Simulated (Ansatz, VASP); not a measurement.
# SnSe2 in VASP and in Ansatz

```
Sn Se
1.0
    -3.83968    0.00077   -0.00657
    -0.01029   -0.00229   -6.00724
     0.00133   -6.64998   -0.00253
Sn Se
2 4
Direct
  0.50020 0.00026 0.50004
  0.99992 0.99975 0.99994
  0.50077 0.73471 0.16694
  0.00123 0.73474 0.66666
  0.99883 0.26535 0.33310
  0.49906 0.26519 0.83332
```

Change from the starting cell: atom 1 moved 0.75 Å; relaxed back.

Alike in both runs: functional PBE; dispersion D3(BJ); k mesh 8 × 4 × 4; occupations gaussian, width 0.03 eV; no spin polarisation.

Ansatz relaxed the structure, and its values are those at the end. VASP's run is a single point on that final structure, the one shown.

|  | VASP | Ansatz |
| --- | --- | --- |
| version | VASP 6.6.1 | Ansatz 0.2.0 |
| potentials or method | VASP PAW PBE potentials, release 64 (Sn_d, Se), cutoff 520 eV | scalar-relativistic, plane waves, PAW |
| valence electrons in the cell | 52 | 92 |

|  | VASP | Ansatz | Ansatz less VASP |
| --- | --- | --- | --- |
| gap on the k mesh at the Fermi level (eV) | 0.53 | 0.53 | +0.006 |
| least direct gap on the mesh (eV) | 0.74 | 0.74 | +0.002 |
| pressure (GPa) | 0.1 | 0.0 | -0.07 |
| rms of the force components (eV/Å) | 0.010 | 0.003 | -0.0061 |

VASP's potentials hold 52 valence electrons a cell and Ansatz's 92, so a difference there can come from the potentials and not from the codes.
